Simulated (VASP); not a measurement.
CsPbCl3:

```
Cs Pb Cl
1.0
     5.74026    0.00000    0.00000
     0.00000    5.74026    0.00000
     0.00000    0.00000    5.74026
Cs Pb Cl
1 1 3
Direct
  0.00000 0.00000 0.00000
  0.50000 0.50000 0.50000
  0.50000 0.50000 0.00000
  0.00000 0.50000 0.50000
  0.50000 0.00000 0.50000
```

| Property | Result |
| --- | --- |
| Program | VASP 6.6.1 |
| Task | relaxation of cell and atoms |
| Functional | LDA |
| Potentials or basis | VASP PAW LDA potentials, release 64 (Cs_sv, Pb_d, Cl) |
| Cutoff | 600 eV |
| k mesh | 4 × 4 × 4 |
| Occupations | fermi-dirac, width 0.02 eV |
| Spin | no spin polarisation |

At the start: pressure -2.5 GPa; volume 37.83 Å³/atom.

**Question.** How do energy, volume and symmetry change on relaxing?

**Answer.** Over 5 steps the energy falls by 34.6 meV/atom and the volume is 33.86 Å³/atom (-10.5 %); space group Pm-3m (No. 221, to 0.1 Å) before and after.

The path:
```
step  energy change (eV)  largest force (eV/Å)  pressure (GPa)  volume (Å³)
   1              0.0000                0.0000           -2.52       189.15
   2             -0.1648                0.0000           -0.65       173.32
   3             -0.1732                0.0000           -0.03       169.48
   4             -0.1732                0.0000            0.03       169.10
   5             -0.1732                0.0000            0.00       169.29
```

Final structure:
```
Cs Pb Cl
1.0
     5.53192    0.00000    0.00000
     0.00000    5.53192    0.00000
     0.00000    0.00000    5.53192
Cs Pb Cl
1 1 3
Cartesian
  5.5319 5.5319 0.0000
  2.7660 2.7660 2.7660
  2.7660 2.7660 0.0000
  5.5319 2.7660 2.7660
  2.7660 5.5319 2.7660
```
